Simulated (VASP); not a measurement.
Here is a VASP 6.6.1 calculation.

POSCAR

```
Rh
1.0
    2.4436135103      0.0000000000      0.0000000000
    0.0000000000      2.4436135103      0.0000000000
    0.0000000000      0.0000000000      2.4436135103
Rh
1
Direct
    0.0000000000      0.0000000000      0.0000000000
```

INCAR.step1

```
SYSTEM = Rh
PREC = Accurate ; ENCUT = 520
ISMEAR = -1 ; SIGMA = 0.05
LREAL = .FALSE. ; LASPH = .TRUE.
NELM = 150 ; ISPIN = 2
MAGMOM = 1 ; LMAXMIX = 4
NBANDS = 18 ; GGA = PE
ALGO = Normal ; EDIFF = 1E-4
LWAVE = .TRUE. ; LCHARG = .FALSE.
```

The input INCAR.step2:

```
SYSTEM = Rh
PREC = Accurate ; ENCUT = 520
EDIFF = 1E-7 ; ISMEAR = -1
SIGMA = 0.05 ; LREAL = .FALSE.
LASPH = .TRUE. ; NELM = 150
ALGO = Normal ; ISIF = 2
LWAVE = .FALSE. ; LCHARG = .FALSE.
ISPIN = 2 ; MAGMOM = 1
LORBIT = 11 ; LMAXMIX = 4
METAGGA = R2SCAN ; LMIXTAU = .TRUE.
NBANDS = 18 ; ISTART = 1
```

KPOINTS

```
regular mesh
0
G
  14 14 14
  0 0 0
```

Potentials or basis: VASP PAW PBE potentials, release 64 (Rh_pv).

Run with:

```console
$ cat potpaw_PBE.64/Rh_pv/POTCAR > POTCAR
$ cp INCAR.step1 INCAR
$ mpirun -np 1 vasp_std > vasp.out
$ cp INCAR.step2 INCAR
$ mpirun -np 1 vasp_std > vasp.out
```

Question: Estimate the pressure.

Answer: 22.1 GPa.

Question: What does it give for the net moment?

Answer: 0.00 μB per cell.

Caveat: the cell stands under pressure; the PAW data sets were made with another functional, which shifts forces and pressure a little.
